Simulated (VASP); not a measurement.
# LaAl2SiRu2 (P4/mmm) in VASP: notebook, part 2 of 2

VASP 6.6.1. The steps go on from the part before.

### 4 Single point, PBEsol+D3(BJ), collinear spin, zero start

This run uses another cell than the first one, of 18.28 Å³/atom.

INCAR reads:

```
  PREC = Accurate
  ENCUT = 520
  EDIFF = 1E-7
  ISMEAR = -1
  SIGMA = 0.0104
  LREAL = False
  LASPH = True
  NELM = 150
  ALGO = Normal
  ISIF = 2
  LWAVE = False
  LCHARG = False
  ISPIN = 2
  MAGMOM = 0 0 0 0 0 0
  LORBIT = 11
  LMAXMIX = 6
  GGA = PS
  IVDW = 12
  NBANDS = 38
```

KPOINTS reads:

```
regular mesh
0
Gamma
  4 4 3
```

POSCAR reads:

```
LaAl2SiRu2
1.0
    4.3656722034      0.0000000000      0.0000000000
    0.0000000000      4.3656722034      0.0000000000
    0.0000000000      0.0000000000      5.7534093214
La Si Al Ru
1 1 2 2
Direct
    0.0000000000      0.0000000000      0.5000000000
    0.0000000000      0.0000000000      0.0000000000
    0.5000000000      0.5000000000      0.2572798594
    0.5000000000      0.5000000000      0.7427201406
    0.0000000000      0.5000000000      0.0000000000
    0.5000000000      0.0000000000      0.0000000000
```

Potentials or basis: VASP PAW PBE potentials, release 64 (La, Si, Al, Ru_pv).

On the command line:

```
$ cat potpaw_PBE.64/La/POTCAR potpaw_PBE.64/Si/POTCAR potpaw_PBE.64/Al/POTCAR potpaw_PBE.64/Ru_pv/POTCAR > POTCAR
$ mpirun -np 1 vasp_std > vasp.out
```

OUTCAR:

```text
PREC = Accurate
   ENCUT = 520
   EDIFF = 1E-7
   ISMEAR = -1
   LREAL = False
   LASPH = True
   NELM = 150
   ISIF = 2
   ISPIN = 2
   LORBIT = 11
   GGA = PS
   IVDW = 12
 IVDW          = 12

 ion  position               nearest neighbor table
   1  0.000  0.000  0.500-   2 2.88   2 2.88   4 3.39   3 3.39   3 3.39   4 3.39   3 3.39   4 3.39
                             3 3.39   4 3.39
   2  0.000  0.000  0.000-   5 2.18   6 2.18   5 2.18   6 2.18   1 2.88   1 2.88
   3  0.500  0.500  0.257-   5 2.64   6 2.64   6 2.64   5 2.64   4 2.79   4 2.96   1 3.39   1 3.39
                             1 3.39   1 3.39
   4  0.500  0.500  0.743-   5 2.64   6 2.64   6 2.64   5 2.64   3 2.79   3 2.96   1 3.39   1 3.39
                             1 3.39   1 3.39
   5  0.000  0.500  0.000-   2 2.18   2 2.18   4 2.64   3 2.64   3 2.64   4 2.64   6 3.09   6 3.09
                             6 3.09   6 3.09
   6  0.500  0.000  0.000-   2 2.18   2 2.18   4 2.64   3 2.64   4 2.64   3 2.64   5 3.09   5 3.09
                             5 3.09   5 3.09

  LATTYP: Found a simple tetragonal cell.
 ALAT       =     4.3656722034
 C/A-ratio  =     1.3178747861

  Lattice vectors:

 A1 = (   4.3656722034,   0.0000000000,   0.0000000000)
 A2 = (   0.0000000000,   4.3656722034,   0.0000000000)
 A3 = (   0.0000000000,   0.0000000000,   5.7534093214)

Analysis of symmetry for initial positions (statically):
=====================================================================
 Subroutine PRICEL returns:
 Original cell was already a primitive cell.

 Routine SETGRP: Setting up the symmetry group for a
 simple tetragonal supercell.

 Subroutine GETGRP returns: Found 16 space group operations
 (whereof 16 operations were pure point group operations)
 out of a pool of 16 trial point group operations.

The static configuration has the point symmetry D_4h.

Analysis of symmetry for dynamics (positions and initial velocities):
=====================================================================
 Subroutine PRICEL returns:
 Original cell was already a primitive cell.

 Routine SETGRP: Setting up the symmetry group for a
 simple tetragonal supercell.

 Subroutine GETGRP returns: Found 16 space group operations
 (whereof 16 operations were pure point group operations)
 out of a pool of 16 trial point group operations.

The dynamic configuration has the point symmetry D_4h.

Analysis of structural, dynamic, and magnetic symmetry:
=====================================================================
 Subroutine PRICEL returns:
 Original cell was already a primitive cell.

 Routine SETGRP: Setting up the symmetry group for a
 simple tetragonal supercell.

 Subroutine GETGRP returns: Found 16 space group operations
 (whereof 16 operations were pure point group operations)
 out of a pool of 16 trial point group operations.

The overall configuration has the point symmetry D_4h.

 Subroutine INISYM returns: Found 16 space group operations
 (whereof 16 operations are pure point group operations),
 and found     1 'primitive' translations

[... 95 lines left out ...]
   ISIF   =      2    stress and relaxation
   ISYM   =      2    0-nonsym 1-usesym 2-fastsym
   POTIM  = 0.5000    time-step for ionic-motion
   TEBEG  =    0.0;   TEEND  =   0.0 temperature during run
   PSTRESS=    0.0 pullay stress
   NELECT =      49.0000    total number of electrons
   NUPDOWN=      -1.0000    fix difference up-down
   EMIN   =  10.00;   EMAX   =-10.00  energy-range for DOS
   EFERMI =   0.00;   METHOD = LEGACY
   ISMEAR =    -1;   SIGMA  =   0.01  broadening in eV -4-tet -1-fermi 0-gaus
   EFERMI_NEDOS =   21; number of points for ismear=-14 and -15
   IALGO  =     38    algorithm
   IMIX   =      4    mixing-type and parameters
     AMIX     =   0.40;   BMIX     =  1.00
     AMIX_MAG =   1.60;   BMIX_MAG =  1.00
  volume/ion in A,a.u.               =      18.28       123.33
  Fermi-wavevector in a.u.,A,eV,Ry     =   1.251597  2.365174 21.313443  1.566494
  Thomas-Fermi vector in A             =   2.385537
   LORBIT       =     11    0 simple, 1 ext, 2 COOP (PROOUT), +10 PAW based schemes
   GGA     = PS    functional components
   LHFCALC =     F    Hartree Fock is set to
   AEXX    =    0.0000 exact exchange contribution
   IVDW    =    12    specifies the selected vdW correction
   LEPSILON=     F    determine dielectric tensor
   LRPA    =     F    only Hartree local field effects (RPA)
 spin polarized calculation
  energy-cutoff  :      520.00
  volume of cell :      109.65
 maximum number of plane-waves:      2992
   NGX = 17   NGY = 17   NGZ = 21

 number of electron      49.0000021 magnetization       0.0000001

 number of electron      49.0000021 magnetization      -0.0000072

 Free energy of the ion-electron system (eV)
  ---------------------------------------------------
  ext. energy  EPLUGINS =         0.00000000
  ---------------------------------------------------
  free energy    TOTEN  =       -42.30811032 eV

  energy without entropy =      -42.30560526  energy(sigma->0) =      -42.30685779

 E-fermi :   9.1398     XC(G=0): -11.2011

 val. band max:        9.1186545737   @ k =   0.5000   0.2500   0.3333
 cond. band min:       9.1651343088   @ k =   0.2500   0.2500   0.0000
 fundamental gap:      0.0464797351
 Fermi energy:         9.1397884562

 spin component 1

 k-point     1 :       0.0000    0.0000    0.0000
  band No.  band energies     occupation
      1     -33.8916      1.00000
      2     -33.8916      1.00000
      3     -33.4487      1.00000
      4     -33.4487      1.00000
      5     -33.0720      1.00000
      6     -33.0411      1.00000
[... 457 lines left out ...]
     35      11.6486      0.00000
     36      13.1044      0.00000
 Fermi energy:         9.1397884562

 spin component 2

 k-point     1 :       0.0000    0.0000    0.0000
  band No.  band energies     occupation
      1     -33.8916      1.00000
      2     -33.8916      1.00000
      3     -33.4487      1.00000
      4     -33.4487      1.00000
      5     -33.0720      1.00000
      6     -33.0411      1.00000
[... 457 lines left out ...]
     35      11.6487      0.00000
     36      13.1045      0.00000
 [bands above 36 left out]

------------------------ aborting loop because EDIFF is reached ----------------------------------------

 Edisp (eV)   -2.59951

 E8    (eV) :    -1.8188

  FORCE on cell =-STRESS in cart. coord.  units (eV):
  Direction    XX          YY          ZZ          XY          YZ          ZX
  --------------------------------------------------------------------------------------
  -------------------------------------------------------------------------------------
  Total      -0.32768    -0.32768    -0.45348     0.00000    -0.00000    -0.00000
  in kB      -4.78778    -4.78778    -6.62589     0.00000    -0.00000    -0.00000
  external pressure =       -5.40 kB  Pullay stress =        0.00 kB

 VOLUME and BASIS-vectors are now :
 -----------------------------------------------------------------------------
  energy-cutoff  :      520.00
  volume of cell :      109.65
      direct lattice vectors                 reciprocal lattice vectors
     4.365672203  0.000000000  0.000000000     0.229059800  0.000000000  0.000000000
     0.000000000  4.365672203  0.000000000     0.000000000  0.229059800  0.000000000
     0.000000000  0.000000000  5.753409321     0.000000000  0.000000000  0.173809987

 POSITION                                       TOTAL-FORCE (eV/Angst)
 -----------------------------------------------------------------------------------
      0.00000      0.00000      2.87670        -0.000000      0.000000      0.000000
      0.00000      0.00000      0.00000        -0.000000      0.000000      0.000000
      2.18284      2.18284      1.48024         0.000000     -0.000000      0.005064
      2.18284      2.18284      4.27317        -0.000000     -0.000000     -0.005064
      0.00000      2.18284      0.00000        -0.000000      0.000000      0.000000
      2.18284      0.00000      0.00000        -0.000000      0.000000      0.000000
 -----------------------------------------------------------------------------------
    total drift:                                0.000000      0.000000     -0.000000

  FREE ENERGIE OF THE ION-ELECTRON SYSTEM (eV)
  ---------------------------------------------------
  free  energy   TOTEN  =       -44.9076205414 eV

  energy  without entropy=      -44.9051154812  energy(sigma->0) =      -44.90636801

 total charge

# of ion       s       p       d       f       tot
--------------------------------------------------
    1        2.031   5.627   0.773   0.119   8.550
    2        0.837   0.999   0.000   0.000   1.836
    3        0.417   0.358   0.000   0.000   0.775
    4        0.417   0.358   0.000   0.000   0.775
    5        0.344   6.288   6.280   0.000  12.913
    6        0.344   6.288   6.280   0.000  12.913
--------------------------------------------------
tot          4.390  19.918  13.333   0.119  37.761

 magnetization (x)

# of ion       s       p       d       f       tot
--------------------------------------------------
    1        0.000  -0.000  -0.000   0.000   0.000
    2        0.000   0.000   0.000   0.000   0.000
    3       -0.000  -0.000   0.000   0.000  -0.000
    4       -0.000  -0.000   0.000   0.000  -0.000
    5        0.000   0.000  -0.000   0.000  -0.000
    6        0.000   0.000  -0.000   0.000  -0.000
--------------------------------------------------
tot          0.000  -0.000  -0.000   0.000   0.000
```

Run time: 8.8 min. Hardware: 1 thread of Intel Xeon 8259CL, shared host; peak memory 0.32 GiB.

Results:

| Property | Result |
| --- | --- |
| Free energy | -44.9076 eV |
| Pressure | -0.5 GPa |
| Largest force | 0.005 eV/Å |
| Net moment | 0.00 μB per cell |
| Valence electrons inside the program's atomic spheres | La 8.55; Si 1.84; Al 0.78; Ru 12.91 |
| Dispersion energy per atom | -0.433 eV |

Forces in eV/Å, atoms in the order of the input:
```
La   0.000  0.000  0.000
Si   0.000  0.000  0.000
Al   0.000  0.000  0.005
Al   0.000  0.000 -0.005
Ru   0.000  0.000  0.000
Ru   0.000  0.000  0.000
```

Stress tensor (GPa, compression positive):
```
-0.48  0.00  0.00
 0.00 -0.48  0.00
 0.00  0.00 -0.66
```

Levels at points of the mesh, in eV from the Fermi level:
Spin up:
| k point | band 22 | band 23 | band 24 | band 25 | band 26 | band 27 |
| --- | --- | --- | --- | --- | --- | --- |
| (0.00, 0.00, 0.00) | -1.43 | -1.43 | -1.40 | 0.08 | 0.59 | 1.15 |
| (0.50, 0.00, 0.00) | -2.05 | -0.85 | -0.21 | -0.05 | 0.04 | 0.99 |
| (0.50, 0.50, 0.00) | -1.42 | -1.42 | -1.06 | -0.97 | 0.61 | 0.61 |
Spin down:
```
           k point  band 22  band 23  band 24  band 25  band 26  band 27
(0.00, 0.00, 0.00)    -1.43    -1.43    -1.40     0.08     0.59     1.15
(0.50, 0.00, 0.00)    -2.05    -0.85    -0.21    -0.05     0.04     0.99
(0.50, 0.50, 0.00)    -1.42    -1.42    -1.06    -0.97     0.61     0.61
```

Caveat: the k points lie up to 0.36 Å⁻¹ apart; three body term missing; no moment was typed at the start, so none could form; the PAW data sets were made with another functional, which shifts forces and pressure a little; spin-orbit coupling is left out, which moves the levels of the heavy elements.
